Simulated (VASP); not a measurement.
Here is a VASP 6.6.1 calculation.

INCAR

```
PREC = Accurate
ENCUT = 520
EDIFF = 1E-6
ISMEAR = 0
SIGMA = 0.1
LREAL = F
LASPH = T
NELM = 100
ALGO = Fast
ISIF = 2
LWAVE = F
LCHARG = F
GGA = PE
NBANDS = 26
```

Contents of KPOINTS:

```
regular mesh
0
Gamma
  6 6 14
```

POSCAR

```
Li2Ta
1.0
    7.8307153146      0.0000000000      0.0000000000
    0.0000000000      7.8307153146      0.0000000000
    0.0000000000      0.0000000000      2.5050958153
Li Ta
4 2
Direct
    0.2550003346      0.2550003346      0.0000000000
    0.2449996654      0.7550003346      0.5000000000
    0.7449996654      0.7449996654      0.0000000000
    0.7550003346      0.2449996654      0.5000000000
    0.0000000000      0.0000000000      0.0000000000
    0.5000000000      0.5000000000      0.5000000000
```

Potentials or basis: VASP PAW PBE potentials, release 64 (Li_sv, Ta_pv).

Launch:

```bash
$ cat potpaw_PBE.64/Li_sv/POTCAR potpaw_PBE.64/Ta_pv/POTCAR > POTCAR
$ mpirun -np 1 vasp_std > vasp.out
```

Question: What does it give for the band gap on the k mesh?

Answer: Zero (band 17 reaches 1.95 eV, above the bottom of band 18 at -0.43 eV).

Caveat: spin-orbit coupling is left out, which moves the levels of the heavy elements.
